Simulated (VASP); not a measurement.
**BAs: single point with LDA**

The system is BAs.

```
B As
1.0
     0.00000    2.31381    2.54519
     2.31381    0.00000    2.54519
     2.31381    2.31381    0.00000
B As
1 1
Cartesian
  0.0000 0.0000 0.0000
  3.4707 3.4707 3.8178
```

This cell differs from its parent crystal: ratio of the length along z to the lengths across it x 1.1, volume and fractional coordinates fixed.

```
Program                : VASP 6.6.1
Task                   : single point
Functional             : LDA
Potentials or basis    : VASP PAW LDA potentials, release 64 (B, As)
Cutoff                 : 520 eV
k mesh                 : 12 × 12 × 12
Occupations            : fermi-dirac, width 0.2 eV
Spin                   : no spin polarisation
Dipole correction      : no
Further INCAR settings : ALGO = Normal; EDIFF = 1e-07; NBANDS = 11
```

* Pressure: -3.1 GPa
* Band gap on the k mesh: 0.41 eV, indirect (least direct gap 2.77 eV)

Stress tensor (GPa, compression positive):
```
  4.28   0.00   0.00
  0.00   4.28   0.00
  0.00   0.00 -17.92
```

Levels at points of the mesh, in eV from the valence-band top:
```tsv
k point	band 1	band 2	band 3	band 4	band 5	band 6	band 7	band 8	band 9
(0.00, 0.00, 0.00)	-15.71	-1.03	0.00	0.00	2.76	2.76	3.36	4.21	9.07
(0.50, 0.00, 0.00)	-12.84	-9.08	-2.75	-1.54	1.84	4.57	4.81	8.45	11.89
(0.50, 0.50, 0.00)	-12.10	-9.25	-3.78	-3.78	1.82	1.84	10.76	10.76	11.58
(0.50, 0.00, 0.50)	-11.30	-8.50	-4.76	-4.58	0.63	0.76	9.93	11.19	12.21
```

Run time: 37 s on 1 thread of Intel(R) Xeon(R) 6975P-C (Granite Rapids), with other jobs on the host, peak memory 0.17 GiB.

 A k mesh can miss the band edges.
